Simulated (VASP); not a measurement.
# LiF in VASP: further runs, part 3 of 3

VASP 6.6.1.

## Step 5: Single point, PBE

File INCAR:

```
SYSTEM = LiF
ALGO = Normal ; EDIFF = 1E-6
ENCUT = 520 ; GGA = PE
ISIF = 2 ; ISMEAR = -1
LASPH = .TRUE. ; LCHARG = .TRUE.
LELF = .TRUE. ; LREAL = .FALSE.
LVHAR = .TRUE. ; LWAVE = .FALSE.
NBANDS = 12 ; NELM = 60
PREC = Accurate ; SIGMA = 0.02
```

File KPOINTS:

```
k-points
0
G
  10 10 10
  0 0 0
```

File POSCAR:

```
LiF
1.0
    0.0000000000      1.9948717393      1.9948717393
    1.9948717393      0.0000000000      1.9948717393
    1.9948717393      1.9948717393      0.0000000000
Li F
1 1
Direct
    0.0000000000      0.0000000000      0.0000000000
    0.5000000000      0.5000000000      0.5000000000
```

Potentials or basis: VASP PAW PBE potentials, release 64 (Li_sv, F).

Run with:

```sh
cat potpaw_PBE.64/Li_sv/POTCAR potpaw_PBE.64/F/POTCAR > POTCAR
mpirun -np 1 vasp_std > vasp.out
```

OUTCAR:

```text
SYSTEM = LiF
   EDIFF = 1E-6
   ENCUT = 520
   GGA = PE
   ISIF = 2
   ISMEAR = -1
   LASPH = .TRUE.
   LREAL = .FALSE.
   NELM = 60
   PREC = Accurate

 ion  position               nearest neighbor table
   1  0.000  0.000  0.000-   2 1.99   2 1.99   2 1.99   2 1.99   2 1.99   2 1.99
   2  0.500  0.500  0.500-   1 1.99   1 1.99   1 1.99   1 1.99   1 1.99   1 1.99

  LATTYP: Found a face centered cubic cell.
 ALAT       =     3.9897434786

  Lattice vectors:

 A1 = (   0.0000000000,   1.9948717393,   1.9948717393)
 A2 = (   1.9948717393,   0.0000000000,   1.9948717393)
 A3 = (   1.9948717393,   1.9948717393,   0.0000000000)

Analysis of symmetry for initial positions (statically):
=====================================================================
 Subroutine PRICEL returns:
 Original cell was already a primitive cell.

 Routine SETGRP: Setting up the symmetry group for a
 face centered cubic supercell.

 Subroutine GETGRP returns: Found 48 space group operations
 (whereof 48 operations were pure point group operations)
 out of a pool of 48 trial point group operations.

The static configuration has the point symmetry O_h .

Analysis of symmetry for dynamics (positions and initial velocities):
=====================================================================
 Subroutine PRICEL returns:
 Original cell was already a primitive cell.

 Routine SETGRP: Setting up the symmetry group for a
 face centered cubic supercell.

 Subroutine GETGRP returns: Found 48 space group operations
 (whereof 48 operations were pure point group operations)
 out of a pool of 48 trial point group operations.

The dynamic configuration has the point symmetry O_h .

 Subroutine INISYM returns: Found 48 space group operations
 (whereof 48 operations are pure point group operations),
 and found     1 'primitive' translations

----------------------------------------------------------------------------------------

                                     Primitive cell

  volume of cell :      15.8772

  direct lattice vectors                    reciprocal lattice vectors
     0.000000000  1.994871739  1.994871739    -0.250642681  0.250642681  0.250642681
     1.994871739  0.000000000  1.994871739     0.250642681 -0.250642681  0.250642681
     1.994871739  1.994871739  0.000000000     0.250642681  0.250642681 -0.250642681

  length of vectors
     2.821174669  2.821174669  2.821174669     0.434125857  0.434125857  0.434125857

  position of ions in fractional coordinates (direct lattice)
     0.000000000  0.000000000  0.000000000
     0.500000000  0.500000000  0.500000000

  ion indices of the primitive-cell ions
   primitive index   ion index
                 1           1
                 2           2

----------------------------------------------------------------------------------------

 KPOINTS: k-points

Automatic generation of k-mesh.
 Grid dimensions read from file:
 generate k-points for:   10   10   10

 Generating k-lattice:

  Cartesian coordinates                     Fractional coordinates (reciprocal lattice)
    -0.025064268  0.025064268  0.025064268     0.100000000  0.000000000  0.000000000
     0.025064268 -0.025064268  0.025064268     0.000000000  0.100000000  0.000000000
     0.025064268  0.025064268 -0.025064268     0.000000000  0.000000000  0.100000000

  Length of vectors
     0.043412586  0.043412586  0.043412586

  Shift w.r.t. Gamma in fractional coordinates (k-lattice)
     0.000000000  0.000000000  0.000000000

 Subroutine IBZKPT returns following result:
 ===========================================

 Found     47 irreducible k-points:

 Following reciprocal coordinates:
            Coordinates               Weight
  0.000000  0.000000  0.000000      1.000000
  0.100000  0.000000  0.000000      8.000000
  0.200000  0.000000  0.000000      8.000000
  0.300000  0.000000  0.000000      8.000000
  0.400000  0.000000  0.000000      8.000000
  0.500000  0.000000  0.000000      4.000000
[... 16 lines left out ...]
  0.300000  0.300000  0.000000      6.000000
  0.400000  0.300000  0.000000     24.000000
 [... further k-points ...]
   k-points           NKPTS =     47   k-points in BZ     NKDIM =     47   number of bands    NBANDS=     12
   number of dos      NEDOS =    301   number of ions     NIONS =      2
   total plane-waves  NPLWV =  13824
   dimension x,y,z NGX =    24 NGY =   24 NGZ =   24
   dimension x,y,z NGXF=    48 NGYF=   48 NGZF=   48
   ions per type =               1   1
   NGX,Y,Z   is equivalent  to a cutoff of  14.14, 14.14, 14.14 a.u.
   NGXF,Y,Z  is equivalent  to a cutoff of  28.29, 28.29, 28.29 a.u.
 SYSTEM =  LiF
   PREC   = accura    normal or accurate (medium, high low for compatibility)
   ISTART =      0    job   : 0-new  1-cont  2-samecut
   ICHARG =      2    charge: 1-file 2-atom 10-const
   ISPIN  =      1    spin polarized calculation?
   LNONCOLLINEAR =      F non collinear calculations
   LSORBIT =      F    spin-orbit coupling
   LASPH  =      T    aspherical Exc in radial PAW
   ENCUT  =  520.0 eV  38.22 Ry    6.18 a.u.   5.25  5.25  5.25*2*pi/ulx,y,z
   NELM   =     60;   NELMIN=  2; NELMDL= -5     # of ELM steps
   EDIFF  = 0.1E-05   stopping-criterion for ELM
   LREAL  =      F    real-space projection
   EDIFFG = 0.1E-04   stopping-criterion for IOM
   NSW    =      0    number of steps for IOM
   IBRION =     -1    ionic relax: 0-MD 1-quasi-New 2-CG
   NFREE  =      0    steps in history (QN), initial steepest desc. (CG)
   ISIF   =      2    stress and relaxation
   ISYM   =      2    0-nonsym 1-usesym 2-fastsym
   POTIM  = 0.5000    time-step for ionic-motion
   TEBEG  =    0.0;   TEEND  =   0.0 temperature during run
   PSTRESS=    0.0 pullay stress
   NELECT =      10.0000    total number of electrons
   NUPDOWN=      -1.0000    fix difference up-down
   EMIN   =  10.00;   EMAX   =-10.00  energy-range for DOS
   EFERMI =   0.00;   METHOD = LEGACY
   ISMEAR =    -1;   SIGMA  =   0.02  broadening in eV -4-tet -1-fermi 0-gaus
   EFERMI_NEDOS =   21; number of points for ismear=-14 and -15
   IALGO  =     38    algorithm
   IMIX   =      4    mixing-type and parameters
     AMIX     =   0.40;   BMIX     =  1.00
     AMIX_MAG =   1.60;   BMIX_MAG =  1.00
  volume/ion in A,a.u.               =       7.94        53.57
  Fermi-wavevector in a.u.,A,eV,Ry     =   1.403298  2.651848 26.793202  1.969245
  Thomas-Fermi vector in A             =   2.525974
   LORBIT       =      0    0 simple, 1 ext, 2 COOP (PROOUT), +10 PAW based schemes
   GGA     = PE    functional components
   LHFCALC =     F    Hartree Fock is set to
   AEXX    =    0.0000 exact exchange contribution
   IVDW    =     0    specifies the selected vdW correction
   LEPSILON=     F    determine dielectric tensor
   LRPA    =     F    only Hartree local field effects (RPA)
 non-spin polarized calculation
  energy-cutoff  :      520.00
  volume of cell :       15.88
 maximum number of plane-waves:       444
 NGX is ok and might be reduce to    24
   NGX = 11   NGY = 11   NGZ = 11

 number of electron      10.0000000 magnetization

 number of electron       9.9999997 magnetization

 Free energy of the ion-electron system (eV)
  ---------------------------------------------------
  ext. energy  EPLUGINS =         0.00000000
  ---------------------------------------------------
  free energy    TOTEN  =        -9.62804543 eV

  energy without entropy =       -9.62804543  energy(sigma->0) =       -9.62804543

 E-fermi :  -0.3942     XC(G=0): -10.1228

 val. band max:       -0.8420028049   @ k =   0.0000   0.0000   0.0000
 cond. band min:       8.5098725201   @ k =   0.0000   0.0000   0.0000
 fundamental gap:      9.3518753250
 Fermi energy:        -0.3942201560

 k-point     1 :       0.0000    0.0000    0.0000
  band No.  band energies     occupation
      1     -41.7004      2.00000
      2     -20.8958      2.00000
      3      -0.8420      2.00000
      4      -0.8420      2.00000
      5      -0.8420      2.00000
      6       8.5099      0.00000
      7      23.5068      0.00000
      8      23.5068      0.00000
      9      23.5068      0.00000
     10      23.7657      0.00000
     11      23.7657      0.00000
     12      23.7657      0.00000
[... 331 lines left out ...]
 k-point    24 :       0.4000    0.3000    0.0000
  band No.  band energies     occupation
      1     -41.6328      2.00000
      2     -20.3384      2.00000
      3      -3.2479      2.00000
      4      -1.7518      2.00000
      5      -1.6354      2.00000
      6      12.5101      0.00000
      7      16.1258      0.00000
      8      18.0039      0.00000
      9      19.6395      0.00000
     10      20.7080      0.00000
     11      33.7382      0.00000
     12      34.5820      0.00000

 [... further k-points ...]
[... 5 lines left out ...]
  --------------------------------------------------------------------------------------
  -------------------------------------------------------------------------------------
  Total        0.3921479      0.3921479      0.3921479      0.0000000      0.0000000      0.0000000
  in kB       39.5717767     39.5717767     39.5717767      0.0000000      0.0000000      0.0000000
  external PRESSURE =      39.5717767 kB  Pullay stress =       0.0000000 kB

 VOLUME and BASIS-vectors are now :
 -----------------------------------------------------------------------------
  energy-cutoff  :      520.00
  volume of cell :       15.88
      direct lattice vectors                 reciprocal lattice vectors
     0.000000000  1.994871739  1.994871739    -0.250642681  0.250642681  0.250642681
     1.994871739  0.000000000  1.994871739     0.250642681 -0.250642681  0.250642681
     1.994871739  1.994871739  0.000000000     0.250642681  0.250642681 -0.250642681

 POSITION                                       TOTAL-FORCE (eV/Angst)
 -----------------------------------------------------------------------------------
      0.00000      0.00000      0.00000        -0.000000     -0.000000      0.000000
      1.99487      1.99487      1.99487         0.000000      0.000000     -0.000000
 -----------------------------------------------------------------------------------
    total drift:                               -0.000000     -0.000000      0.000000

  FREE ENERGIE OF THE ION-ELECTRON SYSTEM (eV)
  ---------------------------------------------------
  free  energy   TOTEN  =        -9.6280454339 eV

  energy  without entropy=       -9.6280454339  energy(sigma->0) =       -9.62804543
```

stdout:

```text
POSCAR found type information on POSCAR LiF
 POSCAR found :  2 types and       2 ions
 scaLAPACK will be used
 LDA part: xc-table for (Slater+PW92), standard interpolation
 POSCAR, INCAR and KPOINTS ok, starting setup
 FFT: planning ... GRIDC
 FFT: planning ... GRID_SOFT
 FFT: planning ... GRID
 WAVECAR not read
 entering main loop
```

It used 14 s of CPU time on 1 thread of AMD EPYC 7R13 Processor (Zen 3), with other jobs on the host.

Results:

```yaml
Free_energy: -9.6280 eV
Band_gap_on_the_k_mesh: 9.35 eV, direct
```

Caveat: the cutoff is under 1.25 times the usual one of these potentials, so pressure, stress and relaxed cells hold a basis-set (Pulay) error. A k mesh can miss the band edges.

## Step 6: The runs side by side

| cell | k mesh | smearing | gap on the mesh (eV) |
| --- | --- | --- | --- |
| a = 2.821 Å, angles 60.0°, 2 atoms | 6 × 6 × 6 | gaussian 0.01 eV | 9.35 |
| a = 2.835, b = 2.835, c = 2.821 Å, angles 60.2, 60.2, 59.7°, 2 atoms | 6 × 6 × 6 | gaussian 0.01 eV | 9.25 |
| a = 2.824, b = 2.824, c = 2.835 Å, angles 59.9, 59.9, 60.3°, 2 atoms | 6 × 6 × 6 | gaussian 0.01 eV | 9.28 |
| a = 2.821 Å, angles 60.0°, 2 atoms | 10 × 10 × 10 | fermi-dirac 0.02 eV | 9.35 |

Alike in all rows: task single point; level PBE; potentials or basis VASP PAW PBE potentials, release 64 (Li_sv, F); no spin polarisation; cutoff (eV) 520.

Caveats: some runs use coarse meshes; the cutoff is under 1.25 times the usual one of these potentials, so pressure, stress and relaxed cells hold a basis-set (Pulay) error.

Total energies depend on the potentials used, so only differences within one code and one set of settings carry meaning.
